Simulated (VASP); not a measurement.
# KF (rocksalt type) (Fm-3m) in VASP: further runs

The runs below take KF (rocksalt type) through relaxation of cell and atoms, with PBE.

Everything below comes from runs of VASP 6.6.1. Logs are shortened: lines on timing, memory, paths and dates and some standing lists are left out, and cuts for length are marked.

## (1) The cell of the first run

Symmetry: Fm-3m, No. 225, cubic system. The conventional cell has a = 5.116 Å, b = 5.116 Å, c = 5.116 Å, α = 90.00°, β = 90.00°, γ = 90.00°. Within 3.4 Å of K (site symmetry m-3m) lie 6 F at 2.56 Å. F (site symmetry m-3m) has 6 K at 2.56 Å within 3.4 Å.

## (2) Relaxation of cell and atoms, PBE, target pressure 7.7 GPa, at which the enthalpy is minimised

Contents of INCAR:

```
SYSTEM = KF
PREC     = Accurate       ! precision mode
ENCUT    = 600            ! plane-wave cutoff, eV
EDIFF    = 1E-6           ! SCF threshold, eV
ISMEAR   = -1             ! smearing method
SIGMA    = 0.05           ! smearing width, eV
LREAL    = .False.        ! projectors in reciprocal space
LASPH    = .True.         ! aspherical terms in the spheres
NELM     = 100            ! most SCF steps
ALGO     = Normal         ! electronic algorithm
ISIF     = 3              ! what is computed and relaxed
LWAVE    = .False.        ! write WAVECAR
LCHARG   = .False.        ! write CHGCAR
GGA      = PE             ! functional
IBRION   = 2              ! ionic algorithm
NSW      = 60             ! ionic steps
EDIFFG   = -0.005         ! ionic threshold
PSTRESS  = 77.0
```

Contents of KPOINTS:

```
regular mesh
0
Gamma
  16 16 16
  0 0 0
```

Contents of POSCAR:

```
KF
1.0
    0.0000000000      2.5577971780      2.5577971780
    2.5577971780      0.0000000000      2.5577971780
    2.5577971780      2.5577971780      0.0000000000
K F
1 1
Direct
    0.0000000000      0.0000000000      0.0000000000
    0.5000000000      0.5000000000      0.5000000000
```

Potentials or basis: VASP PAW PBE potentials, release 64 (K_sv, F).

Started as:

```
$ cat potpaw_PBE.64/K_sv/POTCAR potpaw_PBE.64/F/POTCAR > POTCAR
$ mpirun -np 1 vasp_std > vasp.out
```

OUTCAR:

```text
SYSTEM = KF
   PREC = Accurate
   ENCUT = 600
   EDIFF = 1E-6
   ISMEAR = -1
   LREAL = .False.
   LASPH = .True.
   NELM = 100
   ISIF = 3
   GGA = PE
   IBRION = 2
   NSW = 60
   EDIFFG = -0.005
   PSTRESS = 77.0

 ion  position               nearest neighbor table
   1  0.000  0.000  0.000-   2 2.56   2 2.56   2 2.56   2 2.56   2 2.56   2 2.56
   2  0.500  0.500  0.500-   1 2.56   1 2.56   1 2.56   1 2.56   1 2.56   1 2.56

  LATTYP: Found a face centered cubic cell.
 ALAT       =     5.1155943560

  Lattice vectors:

 A1 = (   0.0000000000,   2.5577971780,   2.5577971780)
 A2 = (   2.5577971780,   0.0000000000,   2.5577971780)
 A3 = (   2.5577971780,   2.5577971780,   0.0000000000)

Analysis of symmetry for initial positions (statically):
=====================================================================
 Subroutine PRICEL returns:
 Original cell was already a primitive cell.

 Routine SETGRP: Setting up the symmetry group for a
 face centered cubic supercell.

 Subroutine GETGRP returns: Found 48 space group operations
 (whereof 48 operations were pure point group operations)
 out of a pool of 48 trial point group operations.

The static configuration has the point symmetry O_h .

Analysis of symmetry for dynamics (positions and initial velocities):
=====================================================================
 Subroutine PRICEL returns:
 Original cell was already a primitive cell.

 Routine SETGRP: Setting up the symmetry group for a
 face centered cubic supercell.

 Subroutine GETGRP returns: Found 48 space group operations
 (whereof 48 operations were pure point group operations)
 out of a pool of 48 trial point group operations.

The dynamic configuration has the point symmetry O_h .

 Subroutine INISYM returns: Found 48 space group operations
 (whereof 48 operations are pure point group operations),
 and found     1 'primitive' translations

----------------------------------------------------------------------------------------

                                     Primitive cell

  volume of cell :      33.4679

  direct lattice vectors                    reciprocal lattice vectors
     0.000000000  2.557797178  2.557797178    -0.195480707  0.195480707  0.195480707
     2.557797178  0.000000000  2.557797178     0.195480707 -0.195480707  0.195480707
     2.557797178  2.557797178  0.000000000     0.195480707  0.195480707 -0.195480707

  length of vectors
     3.617271459  3.617271459  3.617271459     0.338582516  0.338582516  0.338582516

  position of ions in fractional coordinates (direct lattice)
     0.000000000  0.000000000  0.000000000
     0.500000000  0.500000000  0.500000000

  ion indices of the primitive-cell ions
   primitive index   ion index
                 1           1
                 2           2

----------------------------------------------------------------------------------------

 KPOINTS: regular mesh

Automatic generation of k-mesh.
 Grid dimensions read from file:
 generate k-points for:   16   16   16

 Generating k-lattice:

  Cartesian coordinates                     Fractional coordinates (reciprocal lattice)
    -0.012217544  0.012217544  0.012217544     0.062500000  0.000000000  0.000000000
     0.012217544 -0.012217544  0.012217544     0.000000000  0.062500000  0.000000000
     0.012217544  0.012217544 -0.012217544     0.000000000  0.000000000  0.062500000

  Length of vectors
     0.021161407  0.021161407  0.021161407

  Shift w.r.t. Gamma in fractional coordinates (k-lattice)
     0.000000000  0.000000000  0.000000000

 Subroutine IBZKPT returns following result:
 ===========================================

 Found    145 irreducible k-points:

 Following reciprocal coordinates:
            Coordinates               Weight
  0.000000  0.000000  0.000000      1.000000
  0.062500  0.000000  0.000000      8.000000
  0.125000  0.000000  0.000000      8.000000
  0.187500  0.000000  0.000000      8.000000
  0.250000  0.000000  0.000000      8.000000
  0.312500  0.000000  0.000000      8.000000
[... 16 lines left out ...]
 -0.125000  0.062500  0.000000     24.000000
 -0.062500  0.062500  0.000000     12.000000
 [... further k-points ...]
   k-points           NKPTS =    145   k-points in BZ     NKDIM =    145   number of bands    NBANDS=     12
   number of dos      NEDOS =    301   number of ions     NIONS =      2
   total plane-waves  NPLWV =  27000
   dimension x,y,z NGX =    30 NGY =   30 NGZ =   30
   dimension x,y,z NGXF=    60 NGYF=   60 NGZF=   60
   ions per type =               1   1
   NGX,Y,Z   is equivalent  to a cutoff of  13.79, 13.79, 13.79 a.u.
   NGXF,Y,Z  is equivalent  to a cutoff of  27.58, 27.58, 27.58 a.u.
 SYSTEM =  KF
   PREC   = accura    normal or accurate (medium, high low for compatibility)
   ISTART =      0    job   : 0-new  1-cont  2-samecut
   ICHARG =      2    charge: 1-file 2-atom 10-const
   ISPIN  =      1    spin polarized calculation?
   LNONCOLLINEAR =      F non collinear calculations
   LSORBIT =      F    spin-orbit coupling
   LASPH  =      T    aspherical Exc in radial PAW
   ENCUT  =  600.0 eV  44.10 Ry    6.64 a.u.   7.22  7.22  7.22*2*pi/ulx,y,z
   NELM   =    100;   NELMIN=  2; NELMDL= -5     # of ELM steps
   EDIFF  = 0.1E-05   stopping-criterion for ELM
   LREAL  =      F    real-space projection
   EDIFFG = -.5E-02   stopping-criterion for IOM
   NSW    =     60    number of steps for IOM
   IBRION =      2    ionic relax: 0-MD 1-quasi-New 2-CG
   NFREE  =      1    steps in history (QN), initial steepest desc. (CG)
   ISIF   =      3    stress and relaxation
   ISYM   =      2    0-nonsym 1-usesym 2-fastsym
   POTIM  = 0.5000    time-step for ionic-motion
   TEBEG  =    0.0;   TEEND  =   0.0 temperature during run
   PSTRESS=   77.0 pullay stress
   NELECT =      16.0000    total number of electrons
   NUPDOWN=      -1.0000    fix difference up-down
   EMIN   =  10.00;   EMAX   =-10.00  energy-range for DOS
   EFERMI =   0.00;   METHOD = LEGACY
   ISMEAR =    -1;   SIGMA  =   0.05  broadening in eV -4-tet -1-fermi 0-gaus
   EFERMI_NEDOS =   21; number of points for ismear=-14 and -15
   IALGO  =     38    algorithm
   IMIX   =      4    mixing-type and parameters
     AMIX     =   0.40;   BMIX     =  1.00
     AMIX_MAG =   1.60;   BMIX_MAG =  1.00
  volume/ion in A,a.u.               =      16.73       112.93
  Fermi-wavevector in a.u.,A,eV,Ry     =   1.280085  2.419009 22.294737  1.638617
  Thomas-Fermi vector in A             =   2.412533
   LORBIT       =      0    0 simple, 1 ext, 2 COOP (PROOUT), +10 PAW based schemes
   GGA     = PE    functional components
   LHFCALC =     F    Hartree Fock is set to
   AEXX    =    0.0000 exact exchange contribution
   IVDW    =     0    specifies the selected vdW correction
   LEPSILON=     F    determine dielectric tensor
   LRPA    =     F    only Hartree local field effects (RPA)
 conjugate gradient relaxation of ions
 non-spin polarized calculation
  energy-cutoff  :      600.00
  volume of cell :       33.47
 maximum number of plane-waves:      1139
 NGX is ok and might be reduce to    30
   NGX = 15   NGY = 15   NGZ = 15

--------------------------------------- Ionic step        1  -------------------------------------------

 number of electron      15.9999994 magnetization

 Free energy of the ion-electron system (eV)
  ---------------------------------------------------
  ext. energy  EPLUGINS =         0.00000000
  ---------------------------------------------------
  free energy    TOTEN  =        -8.16114656 eV

  energy without entropy =       -8.16114656  energy(sigma->0) =       -8.16114656

------------------------ aborting loop because EDIFF is reached ----------------------------------------

  FORCE on cell =-STRESS in cart. coord.  units (eV):
  Direction    XX          YY          ZZ          XY          YZ          ZX
  --------------------------------------------------------------------------------------
  -------------------------------------------------------------------------------------
  Total        1.6365058      1.6365058      1.6365058     -0.0000000      0.0000000      0.0000000
  in kB       78.3429301     78.3429301     78.3429301     -0.0000000      0.0000000      0.0000000
  external PRESSURE =       1.3429301 kB  Pullay stress =      77.0000000 kB

 VOLUME and BASIS-vectors are now :
 -----------------------------------------------------------------------------
  energy-cutoff  :      600.00
  volume of cell :       33.47
      direct lattice vectors                 reciprocal lattice vectors
     0.000000000  2.557797178  2.557797178    -0.195480707  0.195480707  0.195480707
     2.557797178  0.000000000  2.557797178     0.195480707 -0.195480707  0.195480707
     2.557797178  2.557797178  0.000000000     0.195480707  0.195480707 -0.195480707

 POSITION                                       TOTAL-FORCE (eV/Angst)
 -----------------------------------------------------------------------------------
      0.00000      0.00000      0.00000         0.000000      0.000000      0.000000
      2.55780      2.55780      2.55780        -0.000000     -0.000000     -0.000000
 -----------------------------------------------------------------------------------
    total drift:                                0.000000      0.000000      0.000000

  FREE ENERGIE OF THE ION-ELECTRON SYSTEM (eV)
  ---------------------------------------------------
  free  energy   TOTEN  =        -8.1611465638 eV

  energy  without entropy=       -8.1611465637  energy(sigma->0) =       -8.16114656

  enthalpy is  TOTEN    =        -6.5526932860 eV   P V=        1.6084532778

--------------------------------------- Ionic step        2  -------------------------------------------

 number of electron      15.9999995 magnetization

 Free energy of the ion-electron system (eV)
  ---------------------------------------------------
  ext. energy  EPLUGINS =         0.00000000
  ---------------------------------------------------
  free energy    TOTEN  =        -8.16444209 eV

  energy without entropy =       -8.16444209  energy(sigma->0) =       -8.16444209

 E-fermi :  -1.1974     XC(G=0):  -9.0068

 val. band max:       -2.4168527889   @ k =   0.0000   0.0000   0.0000
 cond. band min:       4.4787960530   @ k =   0.0000   0.0000   0.0000
 fundamental gap:      6.8956488419
 Fermi energy:        -1.1974274758

 k-point     1 :       0.0000    0.0000    0.0000
  band No.  band energies     occupation
      1     -28.2340      2.00000
      2     -21.1413      2.00000
      3     -11.3628      2.00000
      4     -11.3628      2.00000
      5     -11.3628      2.00000
      6      -2.4169      2.00000
      7      -2.4169      2.00000
      8      -2.4169      2.00000
      9       4.4788      0.00000
     10       8.6032      0.00000
     11       8.6032      0.00000
     12       8.6032      0.00000

 k-point     2 :       0.0625    0.0000    0.0000
  band No.  band energies     occupation
      1     -28.2276      2.00000
      2     -21.1480      2.00000
      3     -11.3764      2.00000
      4     -11.3644      2.00000
      5     -11.3644      2.00000
      6      -2.4616      2.00000
      7      -2.4356      2.00000
      8      -2.4356      2.00000
      9       4.6044      0.00000
     10       8.5292      0.00000
     11       8.6650      0.00000
     12       8.6650      0.00000
[... 316 lines left out ...]
 k-point    24 :      -0.0625    0.0625    0.0000
  band No.  band energies     occupation
      1     -28.2172      2.00000
      2     -21.1586      2.00000
      3     -11.3887      2.00000
      4     -11.3871      2.00000
      5     -11.3581      2.00000
      6      -2.5485      2.00000
      7      -2.4841      2.00000
      8      -2.4268      2.00000
      9       4.8043      0.00000
     10       8.3860      0.00000
     11       8.7290      0.00000
     12       8.8404      0.00000

 [... further k-points ...]

------------------------ aborting loop because EDIFF is reached ----------------------------------------

  FORCE on cell =-STRESS in cart. coord.  units (eV):
  Direction    XX          YY          ZZ          XY          YZ          ZX
  --------------------------------------------------------------------------------------
  -------------------------------------------------------------------------------------
  Total        1.6147133      1.6147133      1.6147133     -0.0000000      0.0000000     -0.0000000
  in kB       77.1429730     77.1429730     77.1429730     -0.0000000      0.0000000     -0.0000000
  external PRESSURE =       0.1429730 kB  Pullay stress =      77.0000000 kB

 VOLUME and BASIS-vectors are now :
 -----------------------------------------------------------------------------
  energy-cutoff  :      600.00
  volume of cell :       33.54
      direct lattice vectors                 reciprocal lattice vectors
    -0.000000000  2.559527944  2.559527944    -0.195348522  0.195348522  0.195348522
     2.559527944 -0.000000000  2.559527944     0.195348522 -0.195348522  0.195348522
     2.559527944  2.559527944  0.000000000     0.195348522  0.195348522 -0.195348522

 POSITION                                       TOTAL-FORCE (eV/Angst)
 -----------------------------------------------------------------------------------
      0.00000      0.00000      0.00000         0.000000      0.000000      0.000000
      2.55953      2.55953      2.55953        -0.000000     -0.000000     -0.000000
 -----------------------------------------------------------------------------------
    total drift:                                0.000000      0.000000      0.000000

  FREE ENERGIE OF THE ION-ELECTRON SYSTEM (eV)
  ---------------------------------------------------
  free  energy   TOTEN  =        -8.1644420893 eV

  energy  without entropy=       -8.1644420892  energy(sigma->0) =       -8.16444209

  enthalpy is  TOTEN    =        -6.5527214597 eV   P V=        1.6117206295

 reached required accuracy - stopping structural energy minimisation
```

Wall time 46 s (1 thread of Intel Xeon 6975P-C (Granite Rapids), shared host); peak memory 0.23 GiB.

Results:

* Free energy: -8.1644 eV
* Relaxed volume: 16.77 Å³/atom
* Relaxed cell: a = 3.620 Å, b = 3.620 Å, c = 3.620 Å, α = 60.00°, β = 60.00°, γ = 60.00°
* Space group after relaxing (to 0.1 Å): Fm-3m (No. 225)
* Energy change on relaxing (the run minimises the enthalpy): -1.6 meV/atom
* Ionic steps: 2
* Pressure after relaxing: 7.7 GPa
* Band gap on the k mesh: 6.90 eV

The path:
| step | energy change (eV) | largest force (eV/Å) | pressure (GPa) | volume (Å³) |
| --- | --- | --- | --- | --- |
| 1 | 0.0000 | 0.0000 | 7.83 | 33.47 |
| 2 | -0.0033 | 0.0000 | 7.71 | 33.54 |

Final structure:
```yaml
crystal:
  lattice:
    - [0.00000, 2.55953, 2.55953]
    - [2.55953, 0.00000, 2.55953]
    - [2.55953, 2.55953, 0.00000]
  atoms:
    - { symbol: K, position: [0.00000, 0.00000, 0.00000] }
    - { symbol: F, position: [0.50000, 0.50000, 0.50000] }
```

Caveat: the cell is relaxed towards a set pressure, so the run minimises the enthalpy, not the energy.

## (3) Relaxation of cell and atoms, PBE, target pressure 7.7 GPa, at which the enthalpy is minimised

Contents of INCAR:

```
PREC = Accurate ; ENCUT = 600
EDIFF = 1E-6 ; ISMEAR = -1
SIGMA = 0.05 ; LREAL = False
LASPH = True ; NELM = 80
ALGO = Normal ; ISIF = 3
LWAVE = False ; LCHARG = False
GGA = PE ; IBRION = 2
NSW = 32 ; EDIFFG = -0.005
PSTRESS = 77.0
```

Contents of KPOINTS:

```
regular mesh
0
Gamma
  16 16 16
```

POSCAR is that of step 2.

Potentials or basis: VASP PAW PBE potentials, release 64 (K_sv, F).

Started as:

```
$ cat potpaw_PBE.64/K_sv/POTCAR potpaw_PBE.64/F/POTCAR > POTCAR
$ mpirun -np 1 vasp_std > vasp.out
```

Wall time 48 s (1 thread of Intel Xeon 6975P-C (Granite Rapids), shared host); peak memory 0.23 GiB.

Results (log left out):

```yaml
Free_energy: -8.1644 eV
Relaxed_volume: 16.77 Å³/atom
Relaxed_cell: a = 3.620 Å, b = 3.620 Å, c = 3.620 Å, α = 60.00°, β = 60.00°, γ = 60.00°
Space_group_after_relaxing_to_0.1_Å: Fm-3m (No. 225)
Energy_change_on_relaxing_the_run_minimises_the_enthalpy: -1.6 meV/atom
Ionic_steps: 2
Pressure_after_relaxing: 7.7 GPa
Band_gap_on_the_k_mesh: 6.90 eV
```

Step by step:
```tsv
step	energy change (eV)	largest force (eV/Å)	pressure (GPa)	volume (Å³)
1	0.0000	0.0000	7.83	33.47
2	-0.0033	0.0000	7.71	33.54
```

Final structure:
```
CELL_PARAMETERS angstrom
0.00000 2.55953 2.55953
2.55953 0.00000 2.55953
2.55953 2.55953 0.00000
ATOMIC_POSITIONS crystal
K 0.00000 0.00000 0.00000
F 0.50000 0.50000 0.50000
```

Levels at points of the mesh, in eV from the valence-band top:
```
           k point  band 6  band 7  band 8  band 9  band 10  band 11
(0.00, 0.00, 0.00)    0.00    0.00    0.00    6.90    11.02    11.02
(0.50, 0.00, 0.00)   -0.95   -0.47   -0.47    9.61    11.62    12.69
(0.50, 0.50, 0.00)   -0.12   -0.02   -0.02    8.28    11.04    12.90
```

Caveat: the cell is relaxed towards a set pressure, so the run minimises the enthalpy, not the energy. A k mesh can miss the band edges.
